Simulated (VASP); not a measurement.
Crystal: ZrS.

```
CELL_PARAMETERS angstrom
0.00000 2.71274 2.71274
2.71274 0.00000 2.71274
2.71274 2.71274 0.00000
ATOMIC_POSITIONS crystal
Zr 0.00000 0.00000 0.00000
S 0.50000 0.50000 0.50000
```

Base run:

```yaml
Program: VASP 6.6.1
Functional: LDA
Potentials_or_basis: VASP PAW LDA potentials, release 64 (Zr_sv, S)
Cutoff: 520 eV
k_mesh: 16 × 16 × 16
Occupations: gaussian, width 0.15 eV
Spin: collinear spin
Starting_moments: "[0.5, 0.0] μB"
Fixed_moment: 0.5 μB
```

Its results: pressure -17.2 GPa; site moments Zr +0.30; S +0.01 μB.

The run is repeated on the same cell with these changes: fixed moment from 0.5 μB to 0.9 μB; moments at the start from [0.5, 0.0] to [0.9, 0.0]. What comes out?

Pressure -16.1 GPa; site moments Zr +0.54; S +0.02 μB.

Caveats: the cell stands under tension; the total moment is fixed, so each spin has its own Fermi level.
